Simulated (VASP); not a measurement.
# MgO2 (R-3m) in VASP: a series of runs

MgO2 is run at these levels: PBEsol; tasks: single point.

Everything below comes from runs of VASP 6.6.1. Logs are shortened: lines on timing, memory, paths and dates and some standing lists are left out, and cuts for length are marked.

### 1 The cell of the first run

Symmetry: R-3m, No. 166, trigonal system. Conventional cell: a = 3.370 Å, b = 3.370 Å, c = 10.482 Å, α = 90.00°, β = 90.00°, γ = 120.00°. Within 2.9 Å of Mg (site symmetry -3m) lie 6 O at 2.19 Å. Within 2.0 Å of O (site symmetry 3m) lie 1 O at 1.49 Å.

### 2 Single point, PBEsol (strain +0.050 along x and y, +0.000 along z)

Contents of INCAR:

```
SYSTEM = MgO2
ALGO = Normal
EDIFF = 1E-6
ENCUT = 520
GGA = PS
ISIF = 2
ISMEAR = 0
LASPH = .True.
LCHARG = .False.
LREAL = .False.
LWAVE = .False.
NBANDS = 14
NELM = 100
PREC = Accurate
SIGMA = 0.05
```

Contents of KPOINTS:

```
k-points
0
Gamma
  12 12 12
  0 0 0
```

Contents of POSCAR:

```
MgO2
1.0
    1.6849990668      0.9728346648      3.4939788749
   -1.6849990668      0.9728346648      3.4939788749
    0.0000000000     -1.9456693296      3.4939788749
Mg O
1 2
Direct
    0.0000000000      0.0000000000      0.0000000000
    0.4287860000      0.4287860000      0.4287860000
    0.5712140000      0.5712140000      0.5712140000
```

Potentials or basis: VASP PAW PBE potentials, release 64 (Mg, O).

Command:

```
$ cat potpaw_PBE.64/Mg/POTCAR potpaw_PBE.64/O/POTCAR > POTCAR
$ mpirun -np 1 vasp_std > vasp.out
```

OUTCAR:

```text
SYSTEM = MgO2
   EDIFF = 1E-6
   ENCUT = 520
   GGA = PS
   ISIF = 2
   ISMEAR = 0
   LASPH = .True.
   LREAL = .False.
   NELM = 100
   PREC = Accurate

 ion  position               nearest neighbor table
   1  0.000  0.000  0.000-   3 2.19   2 2.19   3 2.19   3 2.19   2 2.19   2 2.19
   2  0.429  0.429  0.429-   3 1.49   1 2.19   1 2.19   1 2.19
   3  0.571  0.571  0.571-   2 1.49   1 2.19   1 2.19   1 2.19

  LATTYP: Found a trigonal (rhomboedric) cell.
 ALAT       =     3.9991896077
 COS(alpha) =     0.6449534192

  Lattice vectors:

 A1 = (   1.6849990668,   0.9728346648,   3.4939788749)
 A2 = (  -1.6849990668,   0.9728346648,   3.4939788749)
 A3 = (   0.0000000000,  -1.9456693296,   3.4939788749)

Analysis of symmetry for initial positions (statically):
=====================================================================
 Subroutine PRICEL returns:
 Original cell was already a primitive cell.

 Routine SETGRP: Setting up the symmetry group for a
 trigonal (rhombohedral) supercell.

 Subroutine GETGRP returns: Found 12 space group operations
 (whereof 12 operations were pure point group operations)
 out of a pool of 12 trial point group operations.

The static configuration has the point symmetry D_3d.

Analysis of symmetry for dynamics (positions and initial velocities):
=====================================================================
 Subroutine PRICEL returns:
 Original cell was already a primitive cell.

 Routine SETGRP: Setting up the symmetry group for a
 trigonal (rhombohedral) supercell.

 Subroutine GETGRP returns: Found 12 space group operations
 (whereof 12 operations were pure point group operations)
 out of a pool of 12 trial point group operations.

The dynamic configuration has the point symmetry D_3d.

 Subroutine INISYM returns: Found 12 space group operations
 (whereof 12 operations are pure point group operations),
 and found     1 'primitive' translations

----------------------------------------------------------------------------------------

                                     Primitive cell

  volume of cell :      34.3645

  direct lattice vectors                    reciprocal lattice vectors
     1.684999067  0.972834665  3.493978875     0.296736069  0.171320650  0.095402218
    -1.684999067  0.972834665  3.493978875    -0.296736069  0.171320650  0.095402218
     0.000000000 -1.945669330  3.493978875     0.000000000 -0.342641299  0.095402218

[... 96 lines left out ...]
   NELECT =      14.0000    total number of electrons
   NUPDOWN=      -1.0000    fix difference up-down
   EMIN   =  10.00;   EMAX   =-10.00  energy-range for DOS
   EFERMI =   0.00;   METHOD = LEGACY
   ISMEAR =     0;   SIGMA  =   0.05  broadening in eV -4-tet -1-fermi 0-gaus
   EFERMI_NEDOS =   21; number of points for ismear=-14 and -15
   IALGO  =     38    algorithm
   IMIX   =      4    mixing-type and parameters
     AMIX     =   0.40;   BMIX     =  1.00
     AMIX_MAG =   1.60;   BMIX_MAG =  1.00
  volume/ion in A,a.u.               =      11.45        77.30
  Fermi-wavevector in a.u.,A,eV,Ry     =   1.213615  2.293399 20.039480  1.472860
  Thomas-Fermi vector in A             =   2.349061
   LORBIT       =      0    0 simple, 1 ext, 2 COOP (PROOUT), +10 PAW based schemes
   GGA     = PS    functional components
   LHFCALC =     F    Hartree Fock is set to
   AEXX    =    0.0000 exact exchange contribution
   IVDW    =     0    specifies the selected vdW correction
   LEPSILON=     F    determine dielectric tensor
   LRPA    =     F    only Hartree local field effects (RPA)
 non-spin polarized calculation
 Gauss-broadening in eV      SIGMA  =   0.05
  energy-cutoff  :      520.00
  volume of cell :       34.36
 maximum number of plane-waves:       955
 NGX is ok and might be reduce to    30
   NGX = 15   NGY = 15   NGZ = 15

 number of electron      14.0000000 magnetization

 Free energy of the ion-electron system (eV)
  ---------------------------------------------------
  ext. energy  EPLUGINS =         0.00000000
  ---------------------------------------------------
  free energy    TOTEN  =       -17.00770730 eV

  energy without entropy =      -17.00770730  energy(sigma->0) =      -17.00770730

 E-fermi :   2.2637     XC(G=0):  -9.9546

 val. band max:        2.0395067807   @ k =   0.5000   0.5000   0.5000
 cond. band min:       4.3220128419   @ k =   0.5000   0.5000   0.5000
 fundamental gap:      2.2825060612
 Fermi energy:         2.2637077853

 k-point     1 :       0.0000    0.0000    0.0000
  band No.  band energies     occupation
      1     -18.9685      2.00000
      2     -12.2413      2.00000
      3      -5.2657      2.00000
      4      -1.3565      2.00000
      5      -1.3565      2.00000
      6       1.2868      2.00000
      7       1.2868      2.00000
      8       5.7025      0.00000
      9       6.8450      0.00000
     10      13.5376      0.00000
     11      15.4355      0.00000
     12      15.7461      0.00000
     13      15.7461      0.00000
     14      16.9784      0.00000
[... 377 lines left out ...]
      1     -18.5671      2.00000
      2     -12.5926      2.00000
      3      -4.3696      2.00000
      4      -3.4046      2.00000
      5      -1.9391      2.00000
      6       0.7075      2.00000
      7       1.1246      2.00000
      8       6.2064      0.00000
      9      10.2415      0.00000
     10      10.9960      0.00000
     11      13.6173      0.00000
     12      15.4589      0.00000
     13      15.9759      0.00000
     14      17.7479      0.00000

 [... further k-points ...]

------------------------ aborting loop because EDIFF is reached ----------------------------------------

  FORCE on cell =-STRESS in cart. coord.  units (eV):
  Direction    XX          YY          ZZ          XY          YZ          ZX
  --------------------------------------------------------------------------------------
  -------------------------------------------------------------------------------------
  Total       -3.2174299     -3.2174299     -1.4518084      0.0000000     -0.0000000     -0.0000000
  in kB     -150.0062838   -150.0062838    -67.6876838      0.0000000     -0.0000000     -0.0000000
  external PRESSURE =    -122.5667504 kB  Pullay stress =       0.0000000 kB

 VOLUME and BASIS-vectors are now :
 -----------------------------------------------------------------------------
  energy-cutoff  :      520.00
  volume of cell :       34.36
      direct lattice vectors                 reciprocal lattice vectors
     1.684999067  0.972834665  3.493978875     0.296736069  0.171320650  0.095402218
    -1.684999067  0.972834665  3.493978875    -0.296736069  0.171320650  0.095402218
     0.000000000 -1.945669330  3.493978875     0.000000000 -0.342641299  0.095402218

 POSITION                                       TOTAL-FORCE (eV/Angst)
 -----------------------------------------------------------------------------------
      0.00000      0.00000      0.00000         0.000000      0.000000      0.000000
      0.00000      0.00000      4.49451         0.000000     -0.000000     -0.370531
      0.00000      0.00000      5.98743         0.000000      0.000000      0.370531
 -----------------------------------------------------------------------------------
    total drift:                                0.000000     -0.000000      0.000000

  FREE ENERGIE OF THE ION-ELECTRON SYSTEM (eV)
  ---------------------------------------------------
  free  energy   TOTEN  =       -17.0077072997 eV

  energy  without entropy=      -17.0077072997  energy(sigma->0) =      -17.00770730
```

OSZICAR:

```text
N       E                     dE             d eps       ncg     rms          rms(c)
DAV:   1     0.469432076330E+02    0.46943E+02   -0.74660E+03  5836   0.901E+02
DAV:   2    -0.157537572463E+02   -0.62697E+02   -0.57870E+02  7076   0.189E+02
DAV:   3    -0.183277556664E+02   -0.25740E+01   -0.25664E+01  6162   0.377E+01
DAV:   4    -0.183381075685E+02   -0.10352E-01   -0.10351E-01  6390   0.275E+00
DAV:   5    -0.183381619394E+02   -0.54371E-04   -0.54371E-04  6278   0.189E-01    0.803E+00
DAV:   6    -0.171349565972E+02    0.12032E+01   -0.19064E+00  5640   0.112E+01    0.348E+00
DAV:   7    -0.170197083883E+02    0.11525E+00   -0.13228E-01  5838   0.314E+00    0.170E+00
DAV:   8    -0.170066713227E+02    0.13037E-01   -0.59965E-02  5538   0.228E+00    0.240E-01
DAV:   9    -0.170076185631E+02   -0.94724E-03   -0.11432E-02  6252   0.774E-01    0.970E-02
DAV:  10    -0.170076787675E+02   -0.60204E-04   -0.84426E-04  5814   0.255E-01    0.477E-02
DAV:  11    -0.170077045469E+02   -0.25779E-04   -0.13941E-04  5712   0.940E-02    0.669E-03
DAV:  12    -0.170077066951E+02   -0.21482E-05   -0.43193E-06  6648   0.168E-02    0.265E-03
DAV:  13    -0.170077072997E+02   -0.60455E-06   -0.52998E-07  4420   0.572E-03
   1 F= -.17007707E+02 E0= -.17007707E+02  d E =-.371321E-12
```

Wall time 2.4 min (1 thread of Intel Xeon Platinum 8488C (Sapphire Rapids), shared host); peak memory 0.22 GiB.

Results:

| Item | Value |
| --- | --- |
| Free energy | -17.0077 eV |
| Pressure | -12.3 GPa |
| Largest force | 0.371 eV/Å |
| Band gap on the k mesh | 2.28 eV, direct |

Forces on the atoms (eV/Å):
```
Mg   0.000  0.000  0.000
O    0.000  0.000 -0.371
O    0.000  0.000  0.371
```

Caveat: the cell differs from its parent crystal (strain +0.050 along x and y, +0.000 along z); the PAW data sets were made with another functional, which shifts forces and pressure a little. A k mesh can miss the band edges.

### 3 Single point, PBEsol (strain +0.025 along x and y, +0.050 along z)

Contents of INCAR:

```
  ALGO = Normal
  EDIFF = 1E-6
  ENCUT = 520
  GGA = PS
  ISIF = 2
  ISMEAR = 0
  LASPH = T
  LCHARG = T
  LELF = T
  LREAL = F
  LVHAR = T
  LWAVE = F
  NBANDS = 14
  NELM = 80
  PREC = Accurate
  SIGMA = 0.05
```

Contents of KPOINTS:

```
k-points
0
Gamma
  12 12 12
```

Contents of POSCAR:

```
MgO2
1.0
    1.6448800414      0.9496719347      3.6686778186
   -1.6448800414      0.9496719347      3.6686778186
    0.0000000000     -1.8993438694      3.6686778186
Mg O
1 2
Direct
    0.0000000000      0.0000000000      0.0000000000
    0.4287860000      0.4287860000      0.4287860000
    0.5712140000      0.5712140000      0.5712140000
```

Potentials or basis: VASP PAW PBE potentials, release 64 (Mg, O).

Command:

```
$ cat potpaw_PBE.64/Mg/POTCAR potpaw_PBE.64/O/POTCAR > POTCAR
$ mpirun -np 1 vasp_std > vasp.out
```

It took 1.8 min on 1 thread of Intel Xeon Platinum 8488C (Sapphire Rapids), shared host; peak memory 0.23 GiB.

It converged, with:

```
Free energy            : -16.9649 eV
Pressure               : -15.5 GPa
Largest force          : 0.894 eV/Å
Band gap on the k mesh : 1.36 eV, direct
```

Forces on the atoms (eV/Å):
```
Mg   0.000  0.000  0.000
O    0.000  0.000  0.894
O    0.000  0.000 -0.894
```

Stress tensor (GPa, compression positive):
```
-10.25   0.00   0.00
  0.00 -10.25   0.00
  0.00   0.00 -25.91
```

Levels at points of the mesh, in eV from the valence-band top:
| k point | band 3 | band 4 | band 5 | band 6 | band 7 | band 8 | band 9 | band 10 | band 11 | band 12 |
| --- | --- | --- | --- | --- | --- | --- | --- | --- | --- | --- |
| (0.00, 0.00, 0.00) | -6.92 | -2.75 | -2.75 | -0.65 | -0.65 | 4.02 | 4.32 | 11.09 | 12.88 | 14.61 |
| (0.50, 0.00, 0.00) | -6.01 | -5.28 | -3.04 | -1.09 | -1.08 | 3.35 | 8.34 | 9.55 | 11.98 | 13.02 |
| (0.50, 0.50, 0.00) | -5.45 | -4.66 | -3.66 | -2.01 | -0.12 | 2.66 | 7.82 | 10.58 | 11.30 | 11.76 |
| (0.50, 0.50, 0.50) | -4.55 | -3.19 | -3.19 | 0.00 | 0.00 | 1.36 | 5.12 | 8.34 | 13.79 | 13.79 |

Caveat: the cell differs from its parent crystal (strain +0.025 along x and y, +0.050 along z); the PAW data sets were made with another functional, which shifts forces and pressure a little. A k mesh can miss the band edges.

(Continued in part 2 of 2.)
